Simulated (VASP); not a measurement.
## BN: single point with HSE06

BN:

```
CELL_PARAMETERS angstrom
0.00000 1.77062 1.71697
1.77062 0.00000 1.71697
1.77062 1.77062 0.00000
ATOMIC_POSITIONS crystal
B 0.00000 0.00000 0.00000
N 0.50000 0.50000 0.50000
```

This cell differs from its parent crystal: epitaxial xy strain +1.4%.

| Quantity | Value |
| --- | --- |
| Program | VASP 6.6.1 |
| Task | single point |
| Functional | HSE06 |
| Potentials or basis | VASP PAW PBE potentials, release 64 (B, N) |
| Cutoff | 520 eV |
| k mesh | 8 × 8 × 8 |
| Occupations | gaussian, width 0.01 eV |
| Spin | no spin polarisation |

The pressure is -12.0 GPa and the band gap on the k mesh is 1.69 eV, indirect (least direct gap 6.85 eV).

Stress tensor (GPa, compression positive):
```
-14.05   0.00   0.00
  0.00 -14.05   0.00
  0.00   0.00  -8.02
```

Levels at points of the mesh, in eV from the valence-band top:
| k point | band 1 | band 2 | band 3 | band 4 | band 5 | band 6 | band 7 | band 8 | band 9 |
| --- | --- | --- | --- | --- | --- | --- | --- | --- | --- |
| (0.00, 0.00, 0.00) | -24.45 | -1.50 | -0.70 | -0.70 | 10.69 | 13.46 | 13.46 | 15.23 | 19.88 |
| (0.50, 0.00, 0.00) | -18.92 | -13.65 | -0.77 | -0.54 | 6.31 | 6.64 | 8.83 | 15.69 | 24.54 |
| (0.50, 0.50, 0.00) | -15.53 | -12.73 | -6.26 | -6.26 | 1.69 | 9.71 | 16.58 | 16.58 | 19.21 |
| (0.50, 0.00, 0.50) | -16.18 | -12.81 | -6.37 | -5.53 | 2.44 | 10.19 | 16.10 | 17.76 | 18.25 |

It used 1500 s of CPU time on 1 thread of AMD EPYC 7R13 Processor (Zen 3) (shared host).

Caveat: the cell differs from its parent crystal (epitaxial xy strain +1.4%); the PAW data sets were made with another functional, which shifts forces and pressure a little. A k mesh can miss the band edges.
